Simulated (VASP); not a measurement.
# TePb (I4/mmm) in VASP: further runs

The runs below take TePb through single point, with PBE.

Program: VASP 6.6.1. These are calculated values, not measurements. Logs are shortened: lines on timing, memory, paths and dates and some standing lists are left out, and cuts for length are marked.

## 1. The cell of the first run

Symmetry: I4/mmm, No. 139, tetragonal system. The conventional cell has a = 4.421 Å, b = 4.421 Å, c = 6.877 Å, α = 90.00°, β = 90.00°, γ = 90.00°. Te (site symmetry 4/mmm) has 6 Pb at 3.13 to 3.44 Å within 4.1 Å. Pb (site symmetry 4/mmm) has 6 Te at 3.13 to 3.44 Å within 4.1 Å.

## 2. Single point, PBE

Contents of INCAR:

```
PREC = Accurate ; ENCUT = 520
EDIFF = 1E-7 ; ISMEAR = 0
SIGMA = 0.05 ; LREAL = F
LASPH = T ; NELM = 100
ALGO = Normal ; ISIF = 2
LWAVE = F ; LCHARG = F
GGA = PE ; NBANDS = 17
```

Contents of KPOINTS:

```
regular mesh
0
Gamma
  8 8 8
```

Contents of POSCAR:

```
TePb
1.0
    0.0000000000      3.1260894710      3.4386984180
    3.1260894710      0.0000000000      3.4386984180
    3.1260894710      3.1260894710      0.0000000000
Te Pb
1 1
Direct
    0.5000000000      0.5000000000      0.5000000000
    0.0000000000      0.0000000000      0.0000000000
```

Potentials or basis: VASP PAW PBE potentials, release 64 (Te, Pb_d).

On the command line:

```sh
$ cat potpaw_PBE.64/Te/POTCAR potpaw_PBE.64/Pb_d/POTCAR > POTCAR
$ mpirun -np 1 vasp_std > vasp.out
```

OUTCAR:

```text
PREC = Accurate
   ENCUT = 520
   EDIFF = 1E-7
   ISMEAR = 0
   LREAL = F
   LASPH = T
   NELM = 100
   ISIF = 2
   GGA = PE

 ion  position               nearest neighbor table
   1  0.500  0.500  0.500-   2 3.13   2 3.13   2 3.13   2 3.13   2 3.44   2 3.44
   2  0.000  0.000  0.000-   1 3.13   1 3.13   1 3.13   1 3.13   1 3.44   1 3.44

  LATTYP: Found a body centered tetragonal cell.
 ALAT       =     4.4209581271
 C/A-ratio  =     1.5556349186

  Lattice vectors:

 A1 = (  -3.1260894710,   0.0000000000,   3.4386984180)
 A2 = (   3.1260894710,   0.0000000000,   3.4386984180)
 A3 = (   0.0000000000,   3.1260894710,  -3.4386984180)

Analysis of symmetry for initial positions (statically):
=====================================================================
 Subroutine PRICEL returns:
 Original cell was already a primitive cell.

 Routine SETGRP: Setting up the symmetry group for a
 body centered tetragonal supercell.

 Subroutine GETGRP returns: Found 16 space group operations
 (whereof 16 operations were pure point group operations)
 out of a pool of 16 trial point group operations.

The static configuration has the point symmetry D_4h.

Analysis of symmetry for dynamics (positions and initial velocities):
=====================================================================
 Subroutine PRICEL returns:
 Original cell was already a primitive cell.

 Routine SETGRP: Setting up the symmetry group for a
 body centered tetragonal supercell.

 Subroutine GETGRP returns: Found 16 space group operations
 (whereof 16 operations were pure point group operations)
 out of a pool of 16 trial point group operations.

The dynamic configuration has the point symmetry D_4h.

 Subroutine INISYM returns: Found 16 space group operations
 (whereof 16 operations are pure point group operations),
 and found     1 'primitive' translations

----------------------------------------------------------------------------------------

                                     Primitive cell

  volume of cell :      67.2089

  direct lattice vectors                    reciprocal lattice vectors
     0.000000000  3.126089471  3.438698418    -0.159944239  0.159944239  0.145403853
     3.126089471  0.000000000  3.438698418     0.159944239 -0.159944239  0.145403853
     3.126089471  3.126089471  0.000000000     0.159944239  0.159944239 -0.145403853

  length of vectors
[... 81 lines left out ...]
   NELM   =    100;   NELMIN=  2; NELMDL= -5     # of ELM steps
   EDIFF  = 0.1E-06   stopping-criterion for ELM
   LREAL  =      F    real-space projection
   EDIFFG = 0.1E-05   stopping-criterion for IOM
   NSW    =      0    number of steps for IOM
   IBRION =     -1    ionic relax: 0-MD 1-quasi-New 2-CG
   NFREE  =      0    steps in history (QN), initial steepest desc. (CG)
   ISIF   =      2    stress and relaxation
   ISYM   =      2    0-nonsym 1-usesym 2-fastsym
   POTIM  = 0.5000    time-step for ionic-motion
   TEBEG  =    0.0;   TEEND  =   0.0 temperature during run
   PSTRESS=    0.0 pullay stress
   NELECT =      20.0000    total number of electrons
   NUPDOWN=      -1.0000    fix difference up-down
   EMIN   =  10.00;   EMAX   =-10.00  energy-range for DOS
   EFERMI =   0.00;   METHOD = LEGACY
   ISMEAR =     0;   SIGMA  =   0.05  broadening in eV -4-tet -1-fermi 0-gaus
   EFERMI_NEDOS =   21; number of points for ismear=-14 and -15
   IALGO  =     38    algorithm
   IMIX   =      4    mixing-type and parameters
     AMIX     =   0.40;   BMIX     =  1.00
     AMIX_MAG =   1.60;   BMIX_MAG =  1.00
  volume/ion in A,a.u.               =      33.60       226.77
  Fermi-wavevector in a.u.,A,eV,Ry     =   1.092972  2.065418 16.253366  1.194589
  Thomas-Fermi vector in A             =   2.229249
   LORBIT       =      0    0 simple, 1 ext, 2 COOP (PROOUT), +10 PAW based schemes
   GGA     = PE    functional components
   LHFCALC =     F    Hartree Fock is set to
   AEXX    =    0.0000 exact exchange contribution
   IVDW    =     0    specifies the selected vdW correction
   LEPSILON=     F    determine dielectric tensor
   LRPA    =     F    only Hartree local field effects (RPA)
 non-spin polarized calculation
 Gauss-broadening in eV      SIGMA  =   0.05
  energy-cutoff  :      520.00
  volume of cell :       67.21
 maximum number of plane-waves:      1841
   NGX = 17   NGY = 17   NGZ = 17

 number of electron      20.0000002 magnetization

 Free energy of the ion-electron system (eV)
  ---------------------------------------------------
  ext. energy  EPLUGINS =         0.00000000
  ---------------------------------------------------
  free energy    TOTEN  =        -7.35594819 eV

  energy without entropy =       -7.35594819  energy(sigma->0) =       -7.35594819

 E-fermi :   6.0544     XC(G=0):  -9.3025

 val. band max:        5.8733615980   @ k =   0.5000   0.0000   0.0000
 cond. band min:       6.2353195057   @ k =   0.5000   0.0000   0.0000
 fundamental gap:      0.3619579077
 Fermi energy:         6.0544185797

 k-point     1 :       0.0000    0.0000    0.0000
  band No.  band energies     occupation
      1     -11.0866      2.00000
      2     -11.0539      2.00000
      3     -11.0539      2.00000
      4     -11.0351      2.00000
      5     -11.0267      2.00000
      6      -6.4211      2.00000
[... 457 lines left out ...]
      4     -11.0436      2.00000
      5     -11.0060      2.00000
      6      -5.3741      2.00000
[... 9 lines left out ...]
     16      14.4524      0.00000
     17      14.9237      0.00000

 [... further k-points ...]

------------------------ aborting loop because EDIFF is reached ----------------------------------------

  FORCE on cell =-STRESS in cart. coord.  units (eV):
  Direction    XX          YY          ZZ          XY          YZ          ZX
  --------------------------------------------------------------------------------------
  -------------------------------------------------------------------------------------
  Total        2.8621497      2.8621497     -1.3566474      0.0000000      0.0000000      0.0000000
  in kB       68.2301045     68.2301045    -32.3407944      0.0000000      0.0000000      0.0000000
  external PRESSURE =      34.7064715 kB  Pullay stress =       0.0000000 kB

 VOLUME and BASIS-vectors are now :
 -----------------------------------------------------------------------------
  energy-cutoff  :      520.00
  volume of cell :       67.21
      direct lattice vectors                 reciprocal lattice vectors
     0.000000000  3.126089471  3.438698418    -0.159944239  0.159944239  0.145403853
     3.126089471  0.000000000  3.438698418     0.159944239 -0.159944239  0.145403853
     3.126089471  3.126089471  0.000000000     0.159944239  0.159944239 -0.145403853

 POSITION                                       TOTAL-FORCE (eV/Angst)
 -----------------------------------------------------------------------------------
      3.12609      3.12609      3.43870         0.000000      0.000000     -0.000000
      0.00000      0.00000      0.00000        -0.000000     -0.000000      0.000000
 -----------------------------------------------------------------------------------
    total drift:                               -0.000000      0.000000      0.000000

  FREE ENERGIE OF THE ION-ELECTRON SYSTEM (eV)
  ---------------------------------------------------
  free  energy   TOTEN  =        -7.3559481863 eV

  energy  without entropy=       -7.3559481854  energy(sigma->0) =       -7.35594819
```

stdout:

```text
POSCAR found type information on POSCAR TePb
 POSCAR found :  2 types and       2 ions
 scaLAPACK will be used
 LDA part: xc-table for (Slater+PW92), standard interpolation
 POSCAR, INCAR and KPOINTS ok, starting setup
 FFT: planning ... GRIDC
 FFT: planning ... GRID_SOFT
 FFT: planning ... GRID
 WAVECAR not read
 entering main loop
```

It took 1.7 min on 1 thread of Intel Xeon 8259CL, shared host; peak memory 0.24 GiB.

What came out:

```
Free energy            : -7.3559 eV
Pressure               : 3.5 GPa
Band gap on the k mesh : 0.36 eV
```

Caveat: the cell stands under pressure; spin-orbit coupling is left out, which moves the levels of the heavy elements.

## 3. Single point, PBE

This run uses another cell than the first one, of the same volume but with other edges.

Contents of INCAR:

```
SYSTEM = TePb
PREC = Accurate
ENCUT = 520
EDIFF = 1E-7
ISMEAR = 0
SIGMA = 0.05
LREAL = .FALSE.
LASPH = .TRUE.
NELM = 100
ALGO = Normal
ISIF = 2
LWAVE = .FALSE.
LCHARG = .TRUE.
GGA = PE
LELF = .TRUE.
LVHAR = .TRUE.
NBANDS = 17
```

Contents of KPOINTS:

```
Automatic mesh
0
G
  8 8 8
  0 0 0
```

Contents of POSCAR:

```
TePb
1.0
    0.0000000000      3.7252993776      2.4214445955
    3.7252993776      0.0000000000      2.4214445955
    3.7252993776      3.7252993776      0.0000000000
Te Pb
1 1
Direct
    0.5000000000      0.5000000000      0.5000000000
    0.0000000000      0.0000000000      0.0000000000
```

Potentials or basis: VASP PAW PBE potentials, release 64 (Te, Pb_d).

On the command line:

```sh
$ cat potpaw_PBE.64/Te/POTCAR potpaw_PBE.64/Pb_d/POTCAR > POTCAR
$ mpirun -np 1 vasp_std > vasp.out
```

Wall time 2.1 min (1 thread of Intel Xeon 8259CL, shared host); peak memory 0.26 GiB.

Results (log left out):

```
Free energy            : -3.5193 eV
Pressure               : 25.6 GPa
Band gap on the k mesh : zero (bands 10 and 11 overlap by 2.05 eV)
```

Stress tensor (GPa, compression positive):
```
-0.06  0.00  0.00
 0.00 -0.06  0.00
 0.00  0.00 76.89
```

Levels at points of the mesh, in eV from the Fermi level:
```csv
k point,band 8,band 9,band 10,band 11,band 12,band 13
"(0.00, 0.00, 0.00)",-4.98,-2.32,-2.32,1.56,1.56,3.09
"(0.50, 0.00, 0.00)",-2.72,-2.61,-1.16,-0.70,3.41,4.20
"(0.50, 0.50, 0.00)",-6.70,-5.03,-5.03,1.62,4.30,4.30
"(0.50, 0.00, 0.50)",-5.86,-5.84,-2.10,1.12,3.77,4.57
```

Caveat: the cell stands under pressure; spin-orbit coupling is left out, which moves the levels of the heavy elements.
